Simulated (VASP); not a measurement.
MoRu, 2 atoms in the cell. Symmetry: P-6m2, No. 187, hexagonal system. The conventional cell has a = 2.777 Å, b = 2.777 Å, c = 4.464 Å, α = 90.00°, β = 90.00°, γ = 120.00°. Within 3.6 Å of Mo (site symmetry -6m2) lie 6 Ru at 2.75 Å and 6 Mo at 2.78 Å. Ru (site symmetry -6m2) has 6 Mo at 2.75 Å and 6 Ru at 2.78 Å within 3.6 Å. 

| Item | Value |
| --- | --- |
| Program | VASP 6.6.1 |
| Task | relaxation of volume and atoms at fixed shape |
| Functional | LDA |
| Potentials or basis | VASP PAW LDA potentials, release 64 (Mo_sv, Ru_sv) |
| Cutoff | 560 eV |
| k mesh | 8 × 8 × 5 |
| Occupations | fermi-dirac, width 0.1 eV |
| Spin | no spin polarisation |
| Dipole correction | no |
| Further INCAR settings | ALGO = Normal; EDIFF = 1e-07; IBRION = 2; EDIFFG = -0.03; NSW = 60; ISIF = 8 |

Potentials or basis: VASP PAW LDA potentials, release 64 (Mo_sv, Ru_sv).

Command:

```bash
$ cat potpaw_LDA.64/Mo_sv/POTCAR potpaw_LDA.64/Ru_sv/POTCAR > POTCAR
$ mpirun -np 1 vasp_std > vasp.out
```

Hardware: 1 thread of Intel(R) Xeon(R) Platinum 8488C (Sapphire Rapids) (shared host).

Q: How long does it take, and how much memory?

A: Wall time 43 s on 1 thread of Intel(R) Xeon(R) Platinum 8488C (Sapphire Rapids), on a shared host, peak memory 0.16 GiB. Counts: scf iterations 45, k points 30, ion steps 4.
